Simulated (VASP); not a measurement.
ZnSnN2:

```
Zn N Sn
1.0
     3.41366    0.00000    0.00000
     0.00000    3.41366    0.00000
     0.00000    0.00000    4.76422
Zn N Sn
1 2 1
Direct
  0.00000 0.00000 0.00000
  0.00000 0.50000 0.24430
  0.50000 0.00000 0.75570
  0.50000 0.50000 0.50000
```

| Quantity | Value |
| --- | --- |
| Program | VASP 6.6.1 |
| Task | relaxation of cell and atoms |
| Functional | r2SCAN |
| Potentials or basis | VASP PAW PBE potentials, release 64 (Zn, N, Sn_d) |
| Cutoff | 600 eV |
| k mesh | 6 × 6 × 6 |
| Occupations | fermi-dirac, width 0.02 eV |
| Spin | no spin polarisation |

At the start: pressure -4.3 GPa; volume 13.88 Å³/atom.

Problem. How do energy, volume and symmetry change on relaxing?

Solution. Over 7 steps the energy falls by 5.7 meV/atom and the volume is 13.49 Å³/atom (-2.8 %); space group P-4m2 (No. 115, to 0.05 Å).

The path:
| step | energy change (eV) | largest force (eV/Å) | pressure (GPa) | volume (Å³) |
| --- | --- | --- | --- | --- |
| 1 | 0.0000 | 0.1542 | -4.32 | 55.52 |
| 2 | -0.0031 | 0.1787 | 4.51 | 52.57 |
| 3 | -0.0226 | 0.0099 | 0.05 | 53.95 |
| 4 | -0.0225 | 0.0059 | -0.07 | 53.98 |
| 5 | -0.0226 | 0.0018 | -0.04 | 53.97 |
| 6 | -0.0226 | 0.0071 | -0.01 | 53.96 |
| 7 | -0.0226 | 0.0017 | -0.01 | 53.95 |

Final structure:
```xyz
4
Lattice="3.3843 0.0000 0.0000 0.0000 3.3843 0.0000 0.0000 0.0000 4.7105" Properties=species:S:1:pos:R:3 pbc="T T T"
Zn    0.0000    3.3843    0.0000
N     0.0000    1.6922    1.1539
N     1.6922    3.3843    3.5566
Sn    1.6922    1.6922    2.3553
```

Caveat: the PAW data sets were made with another functional, which shifts forces and pressure a little.
